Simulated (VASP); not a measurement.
A run of VASP 6.6.1 is set up as follows.

INCAR

```
  PREC = Accurate
  ENCUT = 520
  EDIFF = 1E-7
  ISMEAR = 0
  SIGMA = 0.1
  LREAL = Auto
  LASPH = T
  NELM = 100
  ALGO = Normal
  ISIF = 2
  LWAVE = F
  LCHARG = F
  GGA = PE
  NBANDS = 91
  ISYM = 0
```

KPOINTS

```
Automatic mesh
0
Gamma
  2 2 2
  0.5 0.5 0.5
```

File POSCAR:

```
Ti7Si16
1.0
   -0.0241471752     -0.0103580458     -7.1186239989
   -1.7750756545     -6.7429552062     -3.5751064168
   -7.0877636570      0.0010163677     -3.5832458893
Ti Si
7 16
Direct
    0.2052301694      0.7901191635      0.0528042027
    0.7002872858      0.7920689323      0.0531351418
    0.9574748975      0.7947503069      0.5513829970
    0.4482275523      0.7929943412      0.5484443423
    0.0476748934      0.2039126277      0.4506465230
    0.8027279169      0.1999314018      0.9495352107
    0.2984173626      0.2013029816      0.9506861639
    0.4560444661      0.1297895992      0.2319555812
    0.9310125834      0.1294878048      0.2337942690
    0.2210675271      0.1266557473      0.7039483227
    0.6995356845      0.1240393118      0.7074838156
    0.7919021057      0.8836698282      0.2833327931
    0.2890931811      0.8974186004      0.2730058366
    0.5460788162      0.8814777824      0.7752362355
    0.0406553531      0.8896956111      0.7810720842
    0.6873764443      0.4896468662      0.3763670004
    0.1946593785      0.4882514678      0.3769450345
    0.4388249021      0.4994905954      0.8755468238
    0.9400061371      0.4971594495      0.8753785390
    0.5644836605      0.4916067588      0.1277801300
    0.0614965161      0.5024317717      0.1256810307
    0.3186705946      0.4887196672      0.6251784637
    0.8120109753      0.5015928168      0.6250570813
```

Potentials or basis: VASP PAW PBE potentials, release 64 (Ti_sv, Si).

Launch:

```console
$ cat potpaw_PBE.64/Ti_sv/POTCAR potpaw_PBE.64/Si/POTCAR > POTCAR
$ mpirun -np 1 vasp_std > vasp.out
```

Question: What does it give for the largest force?

Answer: 0.022 eV/Å.

Question: What does it give for the band gap on the k mesh?

Answer: Zero (band 74 reaches 9.76 eV, above the bottom of band 75 at 9.51 eV).

Question: Estimate the pressure.

Answer: -0.1 GPa.

Forces in eV/Å, atoms in the order of the input:
```
Ti  -0.007 -0.008  0.001
Ti  -0.007 -0.008  0.002
Ti   0.009  0.010  0.000
Ti   0.011  0.015  0.007
Ti  -0.008  0.009  0.003
Ti   0.000 -0.012 -0.004
Ti  -0.015 -0.003 -0.003
Si   0.001 -0.012  0.009
Si   0.006  0.017 -0.009
Si  -0.001 -0.013  0.003
Si  -0.001 -0.001 -0.004
Si   0.003  0.002 -0.001
Si   0.002 -0.010 -0.006
Si   0.001 -0.004  0.001
Si   0.008 -0.015  0.003
Si   0.000  0.001 -0.004
Si   0.002  0.009 -0.020
Si   0.011  0.012 -0.008
Si   0.007  0.012 -0.017
Si  -0.009 -0.005  0.009
Si  -0.003  0.015  0.011
Si  -0.009 -0.008  0.016
Si  -0.002 -0.002  0.011
```

Caveat: the k points lie up to 0.53 Å⁻¹ apart.
